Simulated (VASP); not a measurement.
Here is a VASP 6.6.1 calculation.

The input INCAR:

```
SYSTEM = Ti6Si
ALGO     = Normal         ! electronic algorithm
DIPOL    = 0.5 0.5 0.358
EDIFF    = 1E-7           ! SCF threshold, eV
EDIFFG   = -0.025         ! ionic threshold
ENCUT    = 450            ! plane-wave cutoff, eV
GGA      = PE             ! functional
GGA_COMPAT= .FALSE.      
IBRION   = 2              ! ionic algorithm
IDIPOL   = 3            
ISIF     = 2              ! what is computed and relaxed
ISMEAR   = 0              ! smearing method
KPAR     = 4            
LASPH    = .TRUE.         ! aspherical terms in the spheres
LCHARG   = .FALSE.        ! write CHGCAR
LDIPOL   = .TRUE.       
LREAL    = .FALSE.        ! projectors in reciprocal space
LWAVE    = .FALSE.        ! write WAVECAR
NELM     = 120            ! most SCF steps
NELMDL   = -8           
NELMIN   = 4            
NSW      = 36             ! ionic steps
PREC     = Accurate       ! precision mode
SIGMA    = 0.1            ! smearing width, eV
```

File KPOINTS:

```
k-points
0
G
  9 6 1
  0 0 0
```

The input POSCAR:

```
Ti6Si
1.0
    2.8319727849      0.0000000000      0.0000000000
    0.0000000000      4.5793473376      0.0000000000
    0.0000000000      0.0000000000     22.0506931396
Ti Si
6 1
Selective dynamics
Direct
    0.5000000000      0.0000000000      0.1814001934  F F F
    0.0000000000      0.5000000000      0.2413504045  F F F
    0.5000000000      0.0000000000      0.3013006156  F F F
    0.5000000000      0.5000000000      0.3625816749  F F F
    0.0000000000      0.0000000000      0.4208168374  F F F
    0.5000000000      0.5000000000      0.4784744440  F F F
    0.8333333333      1.0000000000      0.5192894875  F F T
```

Potentials or basis: VASP PAW PBE potentials, release 64 (Ti_sv, Si).

Run with:

```bash
$ cat potpaw_PBE.64/Ti_sv/POTCAR potpaw_PBE.64/Si/POTCAR > POTCAR
$ mpirun -np 4 vasp_std > vasp.out
```

Problem. Predict the energy gained by relaxing.

Solution. 51.4 meV/atom.

Problem. What does it give for the band gap on the k mesh?

Solution. Zero (bands 38 and 39 overlap by 0.12 eV).

Final structure:
```
Ti Si
1.0
     2.83197    0.00000    0.00000
     0.00000    4.57935    0.00000
     0.00000    0.00000   22.05069
Ti Si
6 1
Direct
  0.50000 0.00000 0.18140
  0.00000 0.50000 0.24135
  0.50000 0.00000 0.30130
  0.50000 0.50000 0.36258
  0.00000 0.00000 0.42082
  0.50000 0.50000 0.47847
  0.83333 0.00000 0.53185
```
